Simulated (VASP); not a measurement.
Runs of VASP 6.6.1 on KBr. The structure is that of space group Pm-3m (No. 221), or close to it. The cells are those of the table. 

| level | cell | k mesh | smearing | grid for exact exchange (PRECFOCK) | screening parameter | gap on the mesh (eV) | pressure (GPa) |
| --- | --- | --- | --- | --- | --- | --- | --- |
| PBE | a = 3.976 Å, angles 90.0, 90.0, 89.1°, 2 atoms | 6 × 6 × 6 | fermi-dirac 0.02 eV | - | - | 4.02 | (a) |
| r2SCAN | a = 3.976 Å, angles 90.0, 90.0, 89.1°, 2 atoms | 6 × 6 × 6 | gaussian 0.01 eV | - | - | 4.77 | (b) |
| HSE06 | a = 3.976 Å, angles 90.0, 90.0, 89.1°, 2 atoms | 4 × 4 × 4 | gaussian 0.01 eV | Normal | 0.2079 1/Å | 5.19 | 0.5 |
| PBE | a = 4.076, b = 3.976, c = 3.976 Å, 2 atoms | 6 × 6 × 6 | fermi-dirac 0.02 eV | - | - | (c) | 0.4 |
| r2SCAN | a = 4.076, b = 3.976, c = 3.976 Å, 2 atoms | 6 × 6 × 6 | gaussian 0.01 eV | - | - | 4.63 | -0.4 |

Alike in all rows: task single point; potentials or basis VASP PAW PBE potentials, release 64 (K_sv, Br); no spin polarisation; cutoff (eV) 520.

Q: Estimate the missing entries.

A: (a) 0.9; (b) 0.0; (c) 3.89.

Caveats: the PAW data sets were made with another functional, which shifts forces and pressure a little (some runs).

A k mesh can miss the band edges, and the runs leave out spin-orbit coupling on Br.
